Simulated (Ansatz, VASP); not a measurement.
**One calculation of ZnBF5, two programs**

File POSCAR:

```
ZnBF5
1.0
    3.4470577469      0.0000000000      0.0000000000
    0.0000000000      3.4470577469      0.0000000000
    0.0000000000      0.0000000000      5.2504357831
Zn B F
1 1 5
Direct
    0.0000000000      0.0000000000      0.5000000000
    0.5000000000      0.5000000000      0.0000000000
    0.0000000000      0.0000000000      0.0000000000
    0.5000000000      0.0000000000      0.7331415083
    0.0000000000      0.5000000000      0.7331415083
    0.5000000000      0.0000000000      0.2668584917
    0.0000000000      0.5000000000      0.2668584917
```

File INCAR.step1:

```
SYSTEM = ZnBF5
  PREC = Accurate
  ENCUT = 520
  ISMEAR = -1
  SIGMA = 0.03
  LREAL = .FALSE.
  LASPH = .TRUE.
  NELM = 60
  NBANDS = 34
  GGA = PE
  ALGO = Normal
  EDIFF = 1E-4
  LWAVE = .TRUE.
  LCHARG = .FALSE.
```

INCAR.step2

```
SYSTEM = ZnBF5
  PREC = Accurate
  ENCUT = 520
  EDIFF = 1E-7
  ISMEAR = -1
  SIGMA = 0.03
  LREAL = .FALSE.
  LASPH = .TRUE.
  NELM = 60
  ALGO = Normal
  ISIF = 2
  LWAVE = .FALSE.
  LCHARG = .TRUE.
  METAGGA = R2SCAN
  LMIXTAU = .TRUE.
  LUSE_VDW = .TRUE.
  IVDW_NL = 2
  BPARAM = 11.95
  CPARAM = 0.0093
  LELF = .TRUE.
  LVHAR = .TRUE.
  NBANDS = 34
  ISTART = 1
```

KPOINTS

```
regular mesh
0
G
  8 8 6
  0 0 0
```

Input for Ansatz:

```yaml
crystal:
  lattice:
    - [3.4470577469, 0.0, 0.0]
    - [0.0, 3.4470577469, 0.0]
    - [0.0, 0.0, 5.2504357831]
  atoms:
    - { symbol: Zn, position: [0.0, 0.0, 0.5] }
    - { symbol: B, position: [0.5, 0.5, 0.0] }
    - { symbol: F, position: [0.0, 0.0, 0.0] }
    - { symbol: F, position: [0.5, 0.0, 0.7331415083] }
    - { symbol: F, position: [0.0, 0.5, 0.7331415083] }
    - { symbol: F, position: [0.5, 0.0, 0.2668584917] }
    - { symbol: F, position: [0.0, 0.5, 0.2668584917] }
kpoints:
  mp_grid: { grid: [8, 8, 6] }
  band_path:
    path:
      - [0.0, 0.0, 0.0]
      - [0.0, 0.5, 0.0]
      - [0.5, 0.5, 0.0]
      - [0.0, 0.0, 0.5]
      - [0.0, 0.5, 0.5]
      - [0.5, 0.5, 0.5]
    npoints: 1
hamiltonian:
  xc: r2scan
  dispersion: rvv10
scf:
  occupations: { method: fermi_dirac, width: 0.03 }
  n_extra_bands: 5
output:
  forces: true
  stress: true
  eigenvalues: true
```

Alike in both runs: task single point; functional r2SCAN; dispersion rVV10; k mesh 8 × 8 × 6; occupations fermi-dirac, width 0.03 eV; no spin polarisation.

|  | VASP | Ansatz |
| --- | --- | --- |
| version | VASP 6.6.1 | Ansatz 0.2.0 |
| potentials or method | VASP PAW PBE potentials, release 64 (Zn, B, F) | plane waves, PAW |
| plane-wave cutoff (eV) | 520 | 500 |
| valence electrons in the cell | 50 | 50 |

```tsv
	VASP	Ansatz	Ansatz less VASP
pressure (GPa)	0.1	0.0	-0.06
traceless stress, the component that is largest in VASP (GPa)	-0.06	-0.04	+0.019
rms of the force components (eV/Å)	0.024	0.004	-0.0205
```

VASP's potentials were made for PBE, not for r2SCAN. Atom by atom the forces differ by 0.021 eV/Å (rms over components).
